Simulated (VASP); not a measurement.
TaAl2N3:

```xyz
6
Lattice="5.4573 0.0000 0.0000 -2.7287 4.7262 0.0000 0.0000 0.0000 3.0572" Properties=species:S:1:pos:R:3 pbc="T T T"
Ta    0.0000    0.0000    0.0000
Al    0.0000    3.1508    1.5286
Al    2.7287    1.5754    1.5286
N     2.7287    0.0000    0.0000
N     1.3643    2.3631    0.0000
N    -1.3643    2.3631    0.0000
```

```yaml
Program: VASP 6.6.1
Task: relaxation of cell and atoms
Functional: PBE
Potentials_or_basis: VASP PAW PBE potentials, release 64 (Ta_pv, Al, N)
Cutoff: 600 eV
k_mesh: 6 × 6 × 6
Occupations: gaussian, width 0.1 eV
Spin: no spin polarisation
```

At the start: pressure -35.9 GPa; volume 13.14 Å³/atom.

**Question.** Where does the relaxation end?

**Answer.** Over 9 steps the energy falls by 478.3 meV/atom and the volume is 9.90 Å³/atom (-24.7 %); space group P6/mmm (No. 191, to 0.05 Å).

The path:
```tsv
step	energy change (eV)	largest force (eV/Å)	pressure (GPa)	volume (Å³)
1	0.0000	0.0000	-35.90	78.85
2	-0.8899	0.0000	63.44	49.69
3	-2.8304	0.0000	-3.20	60.53
4	-2.8335	0.0000	-1.68	60.12
5	-2.8327	0.0000	-0.36	59.78
6	-2.8599	0.0000	2.00	58.77
7	-2.8687	0.0000	1.13	59.10
8	-2.8690	0.0000	-0.98	59.63
9	-2.8698	0.0000	0.00	59.38
```

Final structure:
```
Ta Al N
1.0
     5.00144    0.00000    0.00000
    -2.50072    4.33137    0.00000
     0.00000    0.00000    2.74114
Ta Al N
1 2 3
Direct
  0.00000 0.00000 0.00000
  0.33333 0.66667 0.50000
  0.66667 0.33333 0.50000
  0.50000 0.00000 0.00000
  0.50000 0.50000 0.00000
  0.00000 0.50000 0.00000
```

Caveat: the volume moved by over 15 % at a fixed basis, so the end points are rough.
